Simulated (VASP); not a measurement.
# Fe2ReO4 (Fd-3m) in VASP: single point with PBEsol

Aim: the single point of Fe2ReO4 with PBEsol.

Program: VASP 6.6.1. These are calculated values, not measurements. Logs are shortened: lines on timing, memory, paths and dates and some standing lists are left out, and cuts for length are marked.

## (1) The cell of the first run

Symmetry: Fd-3m, No. 227, cubic system. Conventional cell: a = 8.590 Å, b = 8.590 Å, c = 8.590 Å, α = 90.00°, β = 90.00°, γ = 90.00°. Within 2.7 Å of O (site symmetry 3m) lie 3 Fe at 2.04 Å and 1 Re at 2.07 Å and 3 O at 2.70 Å. Within 2.7 Å of Fe (site symmetry -3m) lie 6 O at 2.04 Å. Re (site symmetry -43m) has 4 O at 2.07 Å within 2.7 Å.

## (2) Single point, PBEsol

The input, INCAR:

```
SYSTEM = Fe2ReO4
ALGO = Fast
EDIFF = 1E-6
ENCUT = 520
GGA = PS
ISIF = 2
ISMEAR = -1
LASPH = .True.
LCHARG = .False.
LREAL = .False.
LWAVE = .False.
NBANDS = 60
NELM = 100
PREC = Accurate
SIGMA = 0.0674
```

The input, KPOINTS:

```
k-points
0
Gamma
  7 7 7
  0 0 0
```

The input, POSCAR:

```
Fe2ReO4
1.0
    0.0000000000      4.2952400500      4.2952400500
    4.2952400500      0.0000000000      4.2952400500
    4.2952400500      4.2952400500      0.0000000000
O Fe Re
8 4 2
Direct
    0.2639000000      0.2639000000      0.2639000000
    0.2917000000      0.7361000000      0.7361000000
    0.2639000000      0.2639000000      0.7083000000
    0.7361000000      0.2917000000      0.7361000000
    0.7083000000      0.2639000000      0.2639000000
    0.7361000000      0.7361000000      0.7361000000
    0.2639000000      0.7083000000      0.2639000000
    0.7361000000      0.7361000000      0.2917000000
    0.5000000000      0.5000000000      0.5000000000
    0.0000000000      0.5000000000      0.5000000000
    0.5000000000      0.5000000000      0.0000000000
    0.5000000000      0.0000000000      0.5000000000
    0.1250000000      0.1250000000      0.1250000000
    0.8750000000      0.8750000000      0.8750000000
```

Potentials or basis: VASP PAW PBE potentials, release 64 (O, Fe, Re).

Command:

```bash
$ cat potpaw_PBE.64/O/POTCAR potpaw_PBE.64/Fe/POTCAR potpaw_PBE.64/Re/POTCAR > POTCAR
$ mpirun -np 1 vasp_std > vasp.out
```

OUTCAR:

```text
SYSTEM = Fe2ReO4
   EDIFF = 1E-6
   ENCUT = 520
   GGA = PS
   ISIF = 2
   ISMEAR = -1
   LASPH = .True.
   LREAL = .False.
   NELM = 100
   PREC = Accurate

 ion  position               nearest neighbor table
   1  0.264  0.264  0.264-  10 2.04  11 2.04  12 2.04  13 2.07
   2  0.292  0.736  0.736-  12 2.04  11 2.04   9 2.04  14 2.07
   3  0.264  0.264  0.708-   9 2.04  10 2.04  12 2.04  13 2.07
   4  0.736  0.292  0.736-  10 2.04   9 2.04  11 2.04  14 2.07
   5  0.708  0.264  0.264-  12 2.04  11 2.04   9 2.04  13 2.07
   6  0.736  0.736  0.736-  10 2.04  11 2.04  12 2.04  14 2.07
   7  0.264  0.708  0.264-  10 2.04   9 2.04  11 2.04  13 2.07
   8  0.736  0.736  0.292-   9 2.04  10 2.04  12 2.04  14 2.07
   9  0.500  0.500  0.500-   3 2.04   8 2.04   4 2.04   5 2.04   7 2.04   2 2.04  10 3.04  11 3.04
                            12 3.04  11 3.04  12 3.04  10 3.04
  10  0.000  0.500  0.500-   4 2.04   7 2.04   1 2.04   6 2.04   3 2.04   8 2.04   9 3.04  11 3.04
                            12 3.04   9 3.04  11 3.04  12 3.04
  11  0.500  0.500  0.000-   1 2.04   2 2.04   4 2.04   5 2.04   6 2.04   7 2.04   9 3.04   9 3.04
                            10 3.04  12 3.04  12 3.04  10 3.04
  12  0.500  0.000  0.500-   2 2.04   5 2.04   3 2.04   1 2.04   6 2.04   8 2.04   9 3.04  11 3.04
                             9 3.04  10 3.04  11 3.04  10 3.04
  13  0.125  0.125  0.125-   3 2.07   5 2.07   7 2.07   1 2.07
  14  0.875  0.875  0.875-   2 2.07   4 2.07   8 2.07   6 2.07

  LATTYP: Found a face centered cubic cell.
 ALAT       =     8.5904801000

  Lattice vectors:

 A1 = (   0.0000000000,   4.2952400500,   4.2952400500)
 A2 = (   4.2952400500,   0.0000000000,   4.2952400500)
 A3 = (   4.2952400500,   4.2952400500,   0.0000000000)

Analysis of symmetry for initial positions (statically):
=====================================================================
 Subroutine PRICEL returns:
 Original cell was already a primitive cell.

 Routine SETGRP: Setting up the symmetry group for a
 face centered cubic supercell.

 Subroutine GETGRP returns: Found 48 space group operations
 (whereof 12 operations were pure point group operations)
 out of a pool of 48 trial point group operations.

The static configuration has the point symmetry D_3d.
 The point group associated with its full space group is O_h .

Analysis of symmetry for dynamics (positions and initial velocities):
=====================================================================
 Subroutine PRICEL returns:
 Original cell was already a primitive cell.

 Routine SETGRP: Setting up the symmetry group for a
 face centered cubic supercell.

 Subroutine GETGRP returns: Found 48 space group operations
 (whereof 12 operations were pure point group operations)
 out of a pool of 48 trial point group operations.

The dynamic configuration has the point symmetry D_3d.
 The point group associated with its full space group is O_h .

 Subroutine INISYM returns: Found 48 space group operations
 (whereof 12 operations are pure point group operations),
 and found     1 'primitive' translations

----------------------------------------------------------------------------------------

                                     Primitive cell

  volume of cell :     158.4865

  direct lattice vectors                    reciprocal lattice vectors
     0.000000000  4.295240050  4.295240050    -0.116407929  0.116407929  0.116407929
     4.295240050  0.000000000  4.295240050     0.116407929 -0.116407929  0.116407929
     4.295240050  4.295240050  0.000000000     0.116407929  0.116407929 -0.116407929

  length of vectors
     6.074386732  6.074386732  6.074386732     0.201624448  0.201624448  0.201624448

  position of ions in fractional coordinates (direct lattice)
     0.263900000  0.263900000  0.263900000
     0.291700000  0.736100000  0.736100000
     0.263900000  0.263900000  0.708300000
     0.736100000  0.291700000  0.736100000
     0.708300000  0.263900000  0.263900000
     0.736100000  0.736100000  0.736100000
     0.263900000  0.708300000  0.263900000
     0.736100000  0.736100000  0.291700000
     0.500000000  0.500000000  0.500000000
     0.000000000  0.500000000  0.500000000
     0.500000000  0.500000000  0.000000000
     0.500000000  0.000000000  0.500000000
[... 32 lines left out ...]
     0.016629704 -0.016629704  0.016629704     0.000000000  0.142857143  0.000000000
     0.016629704  0.016629704 -0.016629704     0.000000000  0.000000000  0.142857143

  Length of vectors
     0.028803493  0.028803493  0.028803493

  Shift w.r.t. Gamma in fractional coordinates (k-lattice)
     0.000000000  0.000000000  0.000000000

 Subroutine IBZKPT returns following result:
 ===========================================

 Found     20 irreducible k-points:

 Following reciprocal coordinates:
            Coordinates               Weight
  0.000000  0.000000  0.000000      1.000000
  0.142857  0.000000  0.000000      8.000000
  0.285714  0.000000  0.000000      8.000000
  0.428571  0.000000  0.000000      8.000000
  0.142857  0.142857  0.000000      6.000000
  0.285714  0.142857  0.000000     24.000000
[... 12 lines left out ...]
 -0.428571  0.428571  0.142857     24.000000
 -0.285714  0.428571  0.142857     24.000000
   k-points           NKPTS =     20   k-points in BZ     NKDIM =     20   number of bands    NBANDS=     60
   number of dos      NEDOS =    301   number of ions     NIONS =     14
   total plane-waves  NPLWV = 110592
   dimension x,y,z NGX =    48 NGY =   48 NGZ =   48
   dimension x,y,z NGXF=    96 NGYF=   96 NGZF=   96
   ions per type =               8   4   2
   NGX,Y,Z   is equivalent  to a cutoff of  13.14, 13.14, 13.14 a.u.
   NGXF,Y,Z  is equivalent  to a cutoff of  26.27, 26.27, 26.27 a.u.
 SYSTEM =  Fe2ReO4
   PREC   = accura    normal or accurate (medium, high low for compatibility)
   ISTART =      0    job   : 0-new  1-cont  2-samecut
   ICHARG =      2    charge: 1-file 2-atom 10-const
   ISPIN  =      1    spin polarized calculation?
   LNONCOLLINEAR =      F non collinear calculations
   LSORBIT =      F    spin-orbit coupling
   LASPH  =      T    aspherical Exc in radial PAW
   ENCUT  =  520.0 eV  38.22 Ry    6.18 a.u.  11.29 11.29 11.29*2*pi/ulx,y,z
   NELM   =    100;   NELMIN=  2; NELMDL= -5     # of ELM steps
   EDIFF  = 0.1E-05   stopping-criterion for ELM
   LREAL  =      F    real-space projection
   EDIFFG = 0.1E-04   stopping-criterion for IOM
   NSW    =      0    number of steps for IOM
   IBRION =     -1    ionic relax: 0-MD 1-quasi-New 2-CG
   NFREE  =      0    steps in history (QN), initial steepest desc. (CG)
   ISIF   =      2    stress and relaxation
   ISYM   =      2    0-nonsym 1-usesym 2-fastsym
   POTIM  = 0.5000    time-step for ionic-motion
   TEBEG  =    0.0;   TEEND  =   0.0 temperature during run
   PSTRESS=    0.0 pullay stress
   NELECT =      94.0000    total number of electrons
   NUPDOWN=      -1.0000    fix difference up-down
   EMIN   =  10.00;   EMAX   =-10.00  energy-range for DOS
   EFERMI =   0.00;   METHOD = LEGACY
   ISMEAR =    -1;   SIGMA  =   0.07  broadening in eV -4-tet -1-fermi 0-gaus
   EFERMI_NEDOS =   21; number of points for ismear=-14 and -15
   IALGO  =     68    algorithm
   IMIX   =      4    mixing-type and parameters
     AMIX     =   0.40;   BMIX     =  1.00
     AMIX_MAG =   1.60;   BMIX_MAG =  1.00
  volume/ion in A,a.u.               =      11.32        76.39
  Fermi-wavevector in a.u.,A,eV,Ry     =   1.375477  2.599275 25.741367  1.891937
  Thomas-Fermi vector in A             =   2.500809
   LORBIT       =      0    0 simple, 1 ext, 2 COOP (PROOUT), +10 PAW based schemes
   GGA     = PS    functional components
   LHFCALC =     F    Hartree Fock is set to
   AEXX    =    0.0000 exact exchange contribution
   IVDW    =     0    specifies the selected vdW correction
   LEPSILON=     F    determine dielectric tensor
   LRPA    =     F    only Hartree local field effects (RPA)
 non-spin polarized calculation
 RMM-DIIS sequential band-by-band and
  energy-cutoff  :      520.00
  volume of cell :      158.49
 maximum number of plane-waves:      4294
 NGX is ok and might be reduce to    48
   NGX = 23   NGY = 23   NGZ = 23

 number of electron      93.9999985 magnetization

 Free energy of the ion-electron system (eV)
  ---------------------------------------------------
  ext. energy  EPLUGINS =         0.00000000
  ---------------------------------------------------
  free energy    TOTEN  =      -112.26084466 eV

  energy without entropy =     -111.93682489  energy(sigma->0) =     -112.09883477

 E-fermi :   4.7374     XC(G=0): -11.8309

 val. band max:        4.7368455802   @ k =   0.4286   0.1429   0.0000
 cond. band min:       4.7379114595   @ k =   0.2857   0.2857   0.0000
 fundamental gap:      0.0010658793
 Fermi energy:         4.7373828478

 k-point     1 :       0.0000    0.0000    0.0000
  band No.  band energies     occupation
      1     -15.8837      2.00000
      2     -14.9025      2.00000
      3     -14.6522      2.00000
      4     -14.6522      2.00000
      5     -14.6522      2.00000
      6     -14.6516      2.00000
[... 1229 lines left out ...]
     58       6.4517      0.00000
     59       6.6368      0.00000
 [bands above 59 left out]

------------------------ aborting loop because EDIFF is reached ----------------------------------------

  FORCE on cell =-STRESS in cart. coord.  units (eV):
  Direction    XX          YY          ZZ          XY          YZ          ZX
  --------------------------------------------------------------------------------------
  -------------------------------------------------------------------------------------
  Total      -28.1527616    -28.1527616    -28.1527616      0.0000000     -0.0000000      0.0000000
  in kB     -284.6028655   -284.6028655   -284.6028655      0.0000000     -0.0000000      0.0000000
  external PRESSURE =    -284.6028655 kB  Pullay stress =       0.0000000 kB

 VOLUME and BASIS-vectors are now :
 -----------------------------------------------------------------------------
  energy-cutoff  :      520.00
  volume of cell :      158.49
      direct lattice vectors                 reciprocal lattice vectors
     0.000000000  4.295240050  4.295240050    -0.116407929  0.116407929  0.116407929
     4.295240050  0.000000000  4.295240050     0.116407929 -0.116407929  0.116407929
     4.295240050  4.295240050  0.000000000     0.116407929  0.116407929 -0.116407929

 POSITION                                       TOTAL-FORCE (eV/Angst)
 -----------------------------------------------------------------------------------
      2.26703      2.26703      2.26703        -0.455915     -0.455915     -0.455915
      6.32345      4.41465      4.41465         0.455915     -0.455915     -0.455915
      4.17583      4.17583      2.26703         0.455915      0.455915     -0.455915
      4.41465      6.32345      4.41465        -0.455915      0.455915     -0.455915
      2.26703      4.17583      4.17583        -0.455915      0.455915      0.455915
      6.32345      6.32345      6.32345         0.455915      0.455915      0.455915
      4.17583      2.26703      4.17583         0.455915     -0.455915      0.455915
      4.41465      4.41465      6.32345        -0.455915     -0.455915      0.455915
      4.29524      4.29524      4.29524        -0.000000      0.000000      0.000000
      4.29524      2.14762      2.14762        -0.000000      0.000000      0.000000
      2.14762      2.14762      4.29524        -0.000000      0.000000      0.000000
      2.14762      4.29524      2.14762        -0.000000      0.000000      0.000000
      1.07381      1.07381      1.07381        -0.000000      0.000000      0.000000
      7.51667      7.51667      7.51667        -0.000000      0.000000      0.000000
 -----------------------------------------------------------------------------------
    total drift:                               -0.000000     -0.000000      0.000000

  FREE ENERGIE OF THE ION-ELECTRON SYSTEM (eV)
  ---------------------------------------------------
  free  energy   TOTEN  =      -112.2608446566 eV

  energy  without entropy=     -111.9368248922  energy(sigma->0) =     -112.09883477
```

Run time: 11 min. Hardware: 1 thread of AMD EPYC 9R45 (Zen 5), shared host; peak memory 0.39 GiB.

Results:

| Property | Result |
| --- | --- |
| Free energy | -112.2608 eV |
| Pressure | -28.5 GPa |
| Largest force | 0.790 eV/Å |
| Band gap on the k mesh | zero (bands 47 and 48 overlap by 0.22 eV) |

Forces on the atoms (eV/Å):
```
O   -0.456 -0.456 -0.456
O    0.456 -0.456 -0.456
O    0.456  0.456 -0.456
O   -0.456  0.456 -0.456
O   -0.456  0.456  0.456
O    0.456  0.456  0.456
O    0.456 -0.456  0.456
O   -0.456 -0.456  0.456
Fe   0.000  0.000  0.000
Fe   0.000  0.000  0.000
Fe   0.000  0.000  0.000
Fe   0.000  0.000  0.000
Re   0.000  0.000  0.000
Re   0.000  0.000  0.000
```

Levels at points of the mesh, in eV from the Fermi level:
```
           k point  band 43  band 44  band 45  band 46  band 47  band 48  band 49  band 50  band 51  band 52
(0.00, 0.00, 0.00)    -0.19    -0.19    -0.19    -0.19    -0.11    -0.11    -0.11    -0.07    -0.07     0.68
```

Caveat: the cell stands under tension; the PAW data sets were made with another functional, which shifts forces and pressure a little; spin-orbit coupling is left out, which moves the levels of the heavy elements; the run has no spin polarisation, though such a crystal can be magnetic; semilocal functionals often make such compounds metallic where correlation or magnetic order opens a gap, which also shifts bond lengths. With open d or f shells a metallic result of PBEsol can be an artefact of self-interaction; +U or a hybrid may open a gap.
